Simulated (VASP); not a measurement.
# Si16O (a cell with a defect) in VASP: further runs, part 2 of 2

VASP 6.6.1. The steps go on from the part before.

## 3. Single point, r2SCAN, collinear spin, zero start

Input file POSCAR:

```
Si16O
1.0
    0.0000000000      5.4300000000      5.4300000000
    5.4300000000      0.0000000000      5.4300000000
    5.4300000000      5.4300000000      0.0000000000
Si O
16 1
Direct
   -0.0012978821      0.0043010129     -0.0031715470
    0.1271364641      0.1246561694      0.1224548803
    0.0117302026      0.0003622468      0.4968977901
    0.1340039595      0.1282093002      0.6224643646
   -0.0082564457      0.4985849908     -0.0074864641
    0.1132444751      0.6302557090      0.1147203499
   -0.0094541436      0.5012510129      0.4904791897
    0.1080384899      0.6243031308      0.6187022099
    0.5018038674     -0.0006243094      0.0029779006
    0.6241072744      0.1274186924      0.1283844383
    0.5079307551      0.0424727440      0.5029537753
    0.6385139963      0.1552294659      0.6304677716
    0.4882995396      0.4998684162     -0.0208004604
    0.6181340700      0.6234176796      0.0950158379
    0.4750915285      0.5111305709      0.4637178637
    0.6279916206      0.6718997238      0.6190365562
    0.5115138122      0.7001261510      0.4723197053
```

Input file INCAR.step1:

```
ALGO = Normal ; EDIFF = 1E-4
ENCUT = 520 ; GGA = PE
ISMEAR = 0 ; ISPIN = 2
LASPH = T ; LCHARG = F
LREAL = Auto ; LWAVE = T
MAGMOM = 0 0 0 0 0 0 0 0 0 0 0 0 0 0 0 0 0 ; NBANDS = 53
NELM = 150 ; PREC = Accurate
SIGMA = 0.05
```

Input file INCAR.step2:

```
ALGO = Normal ; EDIFF = 1E-6
ENCUT = 520 ; ISIF = 2
ISMEAR = 0 ; ISPIN = 2
ISTART = 1 ; LASPH = T
LCHARG = F ; LMIXTAU = T
LORBIT = 11 ; LREAL = Auto
LWAVE = F ; MAGMOM = 0 0 0 0 0 0 0 0 0 0 0 0 0 0 0 0 0
METAGGA = R2SCAN ; NBANDS = 53
NELM = 150 ; PREC = Accurate
SIGMA = 0.05
```

Input file KPOINTS:

```
k-points
0
Gamma
  2 2 2
```

Potentials or basis: VASP PAW PBE potentials, release 64 (Si, O).

Command:

```bash
$ cat potpaw_PBE.64/Si/POTCAR potpaw_PBE.64/O/POTCAR > POTCAR
$ cp INCAR.step1 INCAR
$ mpirun -np 1 vasp_std > vasp.out
$ cp INCAR.step2 INCAR
$ mpirun -np 1 vasp_std > vasp.out
```

OUTCAR:

```text
EDIFF = 1E-6
   ENCUT = 520
   ISIF = 2
   ISMEAR = 0
   ISPIN = 2
   ISTART = 1
   LASPH = T
   LORBIT = 11
   LREAL = Auto
   METAGGA = R2SCAN
   NELM = 150
   PREC = Accurate

 ion  position               nearest neighbor table
   1  0.999  0.004  0.997-   2 2.35   6 2.35   4 2.35  10 2.35
   2  0.127  0.125  0.122-   5 2.35   1 2.35   3 2.35   9 2.35
   3  0.012  0.000  0.497-   2 2.35   4 2.36  12 2.36   8 2.37
   4  0.134  0.128  0.622-   7 2.35   1 2.35   3 2.36  11 2.37
   5  0.992  0.499  0.993-   8 2.34   2 2.35  14 2.35   6 2.35
   6  0.113  0.630  0.115-   1 2.35   5 2.35  13 2.35   7 2.36
   7  0.991  0.501  0.490-  16 2.31   8 2.31   4 2.35   6 2.36
   8  0.108  0.624  0.619-  15 2.31   7 2.31   5 2.34   3 2.37
   9  0.502  0.999  0.003-   2 2.35  12 2.36  10 2.36  14 2.38
  10  0.624  0.127  0.128-  13 2.35   1 2.35   9 2.36  11 2.37
  11  0.508  0.042  0.503-  16 2.32  12 2.33   4 2.37  10 2.37
[... 1069 lines left out ...]
      7.00978      6.77136      7.05841         0.046699      0.045688      0.037545
      6.36638      5.34222      6.57921        -0.016611      0.000792      0.023943
 -----------------------------------------------------------------------------------
    total drift:                               -0.003238      0.003218     -0.005244

  FREE ENERGIE OF THE ION-ELECTRON SYSTEM (eV)
  ---------------------------------------------------
  free  energy   TOTEN  =      -147.6137312131 eV

  energy  without entropy=     -147.6137312131  energy(sigma->0) =     -147.61373121

 total charge

# of ion       s       p       d       tot
------------------------------------------
    1        0.734   0.983   0.000   1.716
    2        0.733   0.983   0.000   1.716
    3        0.737   0.966   0.000   1.703
    4        0.736   0.971   0.000   1.706
    5        0.734   0.979   0.000   1.713
    6        0.734   0.974   0.000   1.708
[... 9 lines left out ...]
   16        0.735   0.972   0.000   1.708
   17        1.581   3.655   0.000   5.235
--------------------------------------------------
tot         13.381  19.355   0.000  32.736

 magnetization (x)

# of ion       s       p       d       tot
------------------------------------------
    1       -0.000  -0.000   0.000  -0.000
    2       -0.000   0.000   0.000   0.000
    3       -0.000  -0.000   0.000  -0.000
    4        0.000  -0.000   0.000  -0.000
    5       -0.000  -0.000   0.000  -0.000
    6       -0.000   0.000   0.000   0.000
[... 9 lines left out ...]
   16       -0.000  -0.000   0.000  -0.000
   17        0.000   0.000   0.000   0.000
--------------------------------------------------
tot         -0.000   0.000   0.000  -0.000
```

OUTCAR.step1:

```text
EDIFF = 1E-4
   ENCUT = 520
   GGA = PE
   ISMEAR = 0
[... 1076 lines left out ...]
      8.09666     10.77452      8.09248         0.004104      0.003756      0.003185
      4.04522      1.23785      4.03721         0.004535      0.000426     -0.002077
[... 9 lines left out ...]
      7.00978      6.77136      7.05841         0.209196      0.446545      0.154128
      6.36638      5.34222      6.57921         0.116321     -0.376321      0.259006
 -----------------------------------------------------------------------------------
    total drift:                               -0.001423     -0.001050     -0.002513

  FREE ENERGIE OF THE ION-ELECTRON SYSTEM (eV)
  ---------------------------------------------------
  free  energy   TOTEN  =       -92.6707378384 eV

  energy  without entropy=      -92.6707378384  energy(sigma->0) =      -92.67073784
```

OSZICAR.step1:

```text
N       E                     dE             d eps       ncg     rms          rms(c)
DAV:   1     0.193990344112E+03    0.19399E+03   -0.27355E+04  1696   0.110E+03
DAV:   2    -0.755474732020E+02   -0.26954E+03   -0.25301E+03  2058   0.176E+02
DAV:   3    -0.955644633329E+02   -0.20017E+02   -0.19752E+02  2147   0.450E+01
DAV:   4    -0.959500152067E+02   -0.38555E+00   -0.38439E+00  2192   0.738E+00
DAV:   5    -0.959571334033E+02   -0.71182E-02   -0.71131E-02  2115   0.995E-01    0.171E+01
DAV:   6    -0.929541289919E+02    0.30030E+01   -0.79261E+00  2363   0.139E+01    0.102E+01
DAV:   7    -0.927577180245E+02    0.19641E+00   -0.31559E+00  1873   0.572E+00    0.427E+00
DAV:   8    -0.926872210636E+02    0.70497E-01   -0.75320E-01  2355   0.428E+00    0.137E+00
DAV:   9    -0.926611707230E+02    0.26050E-01   -0.24130E-01  2283   0.247E+00    0.357E-01
DAV:  10    -0.926718740641E+02   -0.10703E-01   -0.10546E-01  1915   0.105E+00    0.463E-01
DAV:  11    -0.926699310385E+02    0.19430E-02   -0.15472E-02  2539   0.661E-01    0.113E-01
DAV:  12    -0.926706666388E+02   -0.73560E-03   -0.38978E-03  1960   0.242E-01    0.506E-02
DAV:  13    -0.926707378384E+02   -0.71200E-04   -0.36768E-04  1888   0.650E-02
   1 F= -.92670738E+02 E0= -.92670738E+02  d E =-.696404E-11  mag=     0.0000
```

Run time: 47 min. Hardware: 1 thread of Oxide Virtual Turin-like, shared host; peak memory 0.77 GiB.

What came out:

* Free energy: -147.6137 eV
* Pressure: 3.3 GPa
* Largest force: 0.080 eV/Å
* Band gap on the k mesh: 0.69 eV
* Net moment: 0.00 μB per cell
* Valence electrons inside the program's atomic spheres: Si 1.72, 1.70, 1.71, 1.74, 1.73 (each value once); O 5.24

Forces on the atoms (eV/Å):
```
Si  -0.001 -0.001 -0.001
Si   0.001 -0.001 -0.002
Si   0.004 -0.006 -0.005
Si  -0.003  0.000  0.001
Si   0.000 -0.003  0.001
Si   0.000 -0.001 -0.005
Si   0.010  0.001 -0.004
Si  -0.005 -0.002  0.002
Si   0.006  0.002  0.000
Si   0.002 -0.001 -0.001
Si   0.004  0.008  0.006
Si   0.001 -0.007 -0.003
Si   0.000 -0.002  0.008
Si   0.002 -0.001 -0.006
Si  -0.052 -0.033 -0.052
Si   0.047  0.046  0.038
O   -0.017  0.001  0.024
```

Levels at points of the mesh, in eV from the valence-band top:
Spin up:
```
           k point  band 31  band 32  band 33  band 34  band 35  band 36  band 37  band 38  band 39  band 40
(0.00, 0.00, 0.00)    -1.04    -1.01    -0.33    -0.05     0.00     0.69     1.00     1.03     1.21     1.45
(0.50, 0.00, 0.00)    -1.54    -1.30    -0.81    -0.66    -0.61     1.48     1.71     1.84     1.93     1.99
(0.00, 0.50, 0.00)    -1.59    -1.27    -0.87    -0.69    -0.56     1.55     1.67     1.83     1.97     2.09
(0.00, 0.00, 0.50)    -1.51    -1.31    -0.83    -0.64    -0.62     1.53     1.69     1.83     1.97     1.99
(0.50, 0.50, 0.50)    -1.46    -0.78    -0.74    -0.64    -0.06     1.40     1.69     1.74     1.81     1.99
(0.50, 0.50, 0.00)    -1.55    -1.52    -1.37    -1.22    -0.76     1.54     1.69     2.61     2.72     2.80
(0.00, 0.50, 0.50)    -1.54    -1.48    -1.40    -1.16    -0.89     1.59     1.69     2.62     2.70     2.81
(0.50, 0.00, 0.50)    -1.57    -1.54    -1.39    -1.28    -0.28     1.38     1.69     2.58     2.65     2.79
```
Spin down:
```csv
k point,band 33,band 34,band 35,band 36,band 37,band 38
"(0.00, 0.00, 0.00)",-0.33,-0.05,0.00,0.69,1.00,1.03
"(0.50, 0.00, 0.00)",-0.81,-0.66,-0.61,1.48,1.71,1.84
"(0.00, 0.50, 0.00)",-0.87,-0.69,-0.56,1.55,1.67,1.83
"(0.00, 0.00, 0.50)",-0.83,-0.64,-0.62,1.53,1.69,1.83
"(0.50, 0.50, 0.50)",-0.74,-0.64,-0.06,1.40,1.69,1.74
"(0.50, 0.50, 0.00)",-1.37,-1.22,-0.76,1.54,1.69,2.61
"(0.00, 0.50, 0.50)",-1.40,-1.16,-0.89,1.59,1.69,2.62
"(0.50, 0.00, 0.50)",-1.39,-1.28,-0.28,1.38,1.69,2.58
```

Caveat: the k points lie up to 0.50 Å⁻¹ apart; the PAW data sets were made with another functional, which shifts forces and pressure a little.
